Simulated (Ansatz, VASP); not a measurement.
## One calculation of Sn, two programs

The input POSCAR:

```
Sn
1.0
    0.0000000000      3.2831000381      3.2831000381
    3.1353605364      0.0000000000      3.2831000381
    3.1353605364      3.2831000381      0.0000000000
Sn
2
Direct
    0.5000000000      0.5000000000      0.5000000000
    0.7500000000      0.7500000000      0.7500000000
```

INCAR.step1

```
SYSTEM = Sn
PREC = Accurate
ENCUT = 520
ISMEAR = 0
SIGMA = 0.15
LREAL = .FALSE.
LASPH = .TRUE.
NELM = 80
NBANDS = 21
GGA = PE
ALGO = Normal
EDIFF = 1E-4
LWAVE = .TRUE.
LCHARG = .FALSE.
```

The input INCAR.step2:

```
SYSTEM = Sn
PREC = Accurate
ENCUT = 520
EDIFF = 1E-6
ISMEAR = 0
SIGMA = 0.15
LREAL = .FALSE.
LASPH = .TRUE.
NELM = 80
ALGO = Normal
ISIF = 2
LWAVE = .FALSE.
LCHARG = .TRUE.
METAGGA = R2SCAN
LMIXTAU = .TRUE.
LELF = .TRUE.
LVHAR = .TRUE.
NBANDS = 21
ISTART = 1
```

File KPOINTS:

```
Automatic mesh
0
G
  16 16 16
  0 0 0
```

Input for Ansatz:

```yaml
crystal:
  lattice:
    - [0.0, 3.2831000381, 3.2831000381]
    - [3.1353605364, 0.0, 3.2831000381]
    - [3.1353605364, 3.2831000381, 0.0]
  atoms:
    - { symbol: Sn, position: [0.5, 0.5, 0.5] }
    - { symbol: Sn, position: [0.75, 0.75, 0.75] }
basis:
  ecutwfc: 500
kpoints:
  mp_grid: { grid: [16, 16, 16] }
hamiltonian:
  xc: r2scan
scf:
  occupations: { method: gaussian, width: 0.15 }
output:
  forces: true
  stress: true
  eigenvalues: true
```

Change from the starting cell: strain -0.0450 x Voigt [1, 0, 0, 0, 0, 0], atoms carried along.

Alike in both runs: task single point; functional r2SCAN; k mesh 16 × 16 × 16; occupations gaussian, width 0.15 eV; no spin polarisation.

```csv
,VASP,Ansatz
version,VASP 6.6.1,Ansatz 0.2.0
potentials or method,"VASP PAW PBE potentials, release 64 (Sn_d), cutoff 520 eV","scalar-relativistic, plane waves, PAW"
valence electrons in the cell,28,28
```

```csv
,VASP,Ansatz,Ansatz less VASP
gap on the k mesh at the Fermi level (eV),0.12,0.12,+0.001
least direct gap on the mesh (eV),0.31,0.31,+0.001
pressure (GPa),2.2,2.2,+0.04
"traceless stress, the component that is largest in VASP (GPa)",1.01,1.01,+0.003
```

VASP's potentials were made for PBE, not for r2SCAN.
